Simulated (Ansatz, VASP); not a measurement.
# Al2Cu: VASP beside Ansatz

The input INCAR:

```
  PREC = Accurate
  ENCUT = 600
  EDIFF = 1E-6
  ISMEAR = 0
  SIGMA = 0.1
  LREAL = F
  LASPH = T
  NELM = 60
  ALGO = Normal
  ISIF = 3
  LWAVE = F
  LCHARG = F
  GGA = PE
  IBRION = 2
  NSW = 90
  EDIFFG = -0.04
```

KPOINTS

```
Automatic mesh
0
Gamma
  6 6 2
```

File POSCAR:

```
Al2Cu
1.0
    2.7703610200      0.0000000000      0.0000000000
   -1.3851805100      2.3992030200      0.0000000000
    0.0000000000      0.0000000000     13.2447372500
Al Cu
4 2
Direct
    0.3333333300      0.6666666700      0.2500000000
    0.3333333300      0.6666666700      0.5833333300
    0.6666666700      0.3333333300      0.4166666700
    0.6666666700      0.3333333300      0.7500000000
    0.3333333300      0.6666666700      0.9166666700
    0.6666666700      0.3333333300      0.0833333300
```

Input for Ansatz:

```yaml
crystal:
  lattice:
    - [2.77036102, 0.0, 0.0]
    - [-1.38518051, 2.39920302, 0.0]
    - [0.0, 0.0, 13.24473725]
  atoms:
    - { symbol: Al, position: [0.33333333, 0.66666667, 0.25] }
    - { symbol: Al, position: [0.33333333, 0.66666667, 0.58333333] }
    - { symbol: Al, position: [0.66666667, 0.33333333, 0.41666667] }
    - { symbol: Al, position: [0.66666667, 0.33333333, 0.75] }
    - { symbol: Cu, position: [0.33333333, 0.66666667, 0.91666667] }
    - { symbol: Cu, position: [0.66666667, 0.33333333, 0.08333333] }
basis:
  ecutwfc: 420
kpoints:
  mp_grid: { grid: [6, 6, 2] }
hamiltonian:
  xc: pbe
scf:
  occupations: { method: gaussian, width: 0.1 }
  lower_state_search: "off"
output:
  forces: true
  stress: true
  eigenvalues: true
relax:
  adjacent_minimum: "off"
  f_tol: 0.04
  max_steps: 70
  cell: { stress_tol: 0.4 }
```

Alike in both runs: task relaxation of cell and atoms; functional PBE; k mesh 6 × 6 × 2; occupations gaussian, width 0.1 eV; no spin polarisation.

```csv
,VASP,Ansatz
version,VASP 6.6.1,Ansatz 0.2.0
potentials or method,"VASP PAW PBE potentials, release 64 (Al, Cu), cutoff 600 eV","scalar-relativistic, plane waves, PAW"
valence electrons in the cell,34,50
```

VASP gave:

| Property | Result |
| --- | --- |
| gap on the k mesh at the Fermi level, each at its own relaxed structure (eV) | none |
| relaxed volume (Å³/atom) | 14.80 |
| relaxed cell length with the largest relative difference (Å) | 2.777 |

Task: Estimate Ansatz's values.

Result: gap on the k mesh at the Fermi level, each at its own relaxed structure (eV): none; relaxed volume (Å³/atom): 14.79; relaxed cell length with the largest relative difference (Å): 2.775.

A gap of «none» marks a metal or a gap that the smearing closes. VASP's potentials hold 34 valence electrons a cell and Ansatz's 50, so a difference there can come from the potentials and not from the codes.

The k mesh is coarse, so the values compare programs but aren't converged.
